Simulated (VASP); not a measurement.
Input of a VASP 6.6.1 run:

Contents of POSCAR:

```
TlCl
1.0
    3.8388256226      0.0000000000      0.0000000000
    0.0000000000      3.8388256226      0.0000000000
    0.0000000000      0.0000000000      3.8388256226
Tl Cl
1 1
Direct
    0.0000000000      0.0000000000      0.0000000000
    0.5000000000      0.5000000000      0.5000000000
```

File INCAR.step1:

```
SYSTEM = TlCl
PREC = Accurate
ENCUT = 400
EDIFF = 1E-5
ISMEAR = 0
SIGMA = 0.01
LREAL = .FALSE.
LASPH = .TRUE.
NELM = 120
ALGO = Normal
ISIF = 2
LWAVE = .TRUE.
LCHARG = .FALSE.
NBANDS = 17
GGA = PE
GGA_COMPAT = .FALSE.
```

The input INCAR.step2:

```
SYSTEM = TlCl
PREC = Accurate
ENCUT = 400
EDIFF = 1E-6
ISMEAR = 0
SIGMA = 0.01
LREAL = .FALSE.
LASPH = .TRUE.
NELM = 120
ALGO = Normal
ISIF = 2
LWAVE = .FALSE.
LCHARG = .FALSE.
GGA = PE
LHFCALC = .TRUE.
AEXX = 1.0
ALDAC = 0.0
AGGAC = 0.0
PRECFOCK = Normal
NBANDS = 17
ISTART = 1
GGA_COMPAT = .FALSE.
```

File KPOINTS:

```
Automatic mesh
0
G
  4 4 4
  0 0 0
```

Potentials or basis: VASP PAW PBE potentials, release 64 (Tl_d, Cl).

Command:

```bash
$ cat potpaw_PBE.64/Tl_d/POTCAR potpaw_PBE.64/Cl/POTCAR > POTCAR
$ cp INCAR.step1 INCAR
$ mpirun -np 1 vasp_std > vasp.out
$ cp INCAR.step2 INCAR
$ mpirun -np 1 vasp_std > vasp.out
```

Task: What does it give for the pressure?

Result: 5.5 GPa.

Task: Predict the band gap on the k mesh.

Result: 8.34 eV.

Caveat: the cell stands under pressure; the PAW data sets were made with another functional, which shifts forces and pressure a little; spin-orbit coupling is left out, which moves the levels of the heavy elements. A k mesh can miss the band edges.
